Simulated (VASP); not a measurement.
Runs of VASP 6.6.1 on CuW2. The structure is that of space group R-3m (No. 166), or close to it. The cells are those of the table. 

```tsv
task	cell	k mesh	cutoff (eV)	gap on the mesh (eV)	pressure (GPa)	largest force (eV/Å)
single point	a = 3.017, b = 3.017, c = 6.355 Å, angles 104.4, 104.4, 59.9°, 3 atoms	18 × 18 × 8	520	none	0.7	0.03
single point	a = 3.022, b = 3.022, c = 6.364 Å, angles 104.5, 104.5, 60.0°, 3 atoms	6 × 6 × 4	520	none	0.8	(b)
single point	a = 3.427, b = 3.427, c = 5.847 Å, angles 106.9, 106.9, 60.0°, 3 atoms	6 × 6 × 4	520	none	-3.7	(a)
relaxation of cell and atoms	relaxed from a = 3.427, b = 3.427, c = 5.847 Å, angles 106.9, 106.9, 60.0°, 3 atoms	6 × 6 × 4	600	none	0.0	0.04
```

Alike in all rows: level PBE; potentials or basis VASP PAW PBE potentials, release 64 (Cu, W_sv); no spin polarisation; smearing gaussian 0.1 eV.

**Question.** Estimate the missing entries.

**Answer.** (a) 2.98; (b) 0.07.

Caveats: some runs use coarse meshes; spin-orbit coupling is left out, which moves the levels of the heavy elements; forces of over 1 eV/Å act on the atoms, so gaps and moduli don't describe the material at rest (some runs).

A k mesh can miss the band edges, and the runs leave out spin-orbit coupling on W.

A gap of «none» marks levels without a gap at the run's occupations.
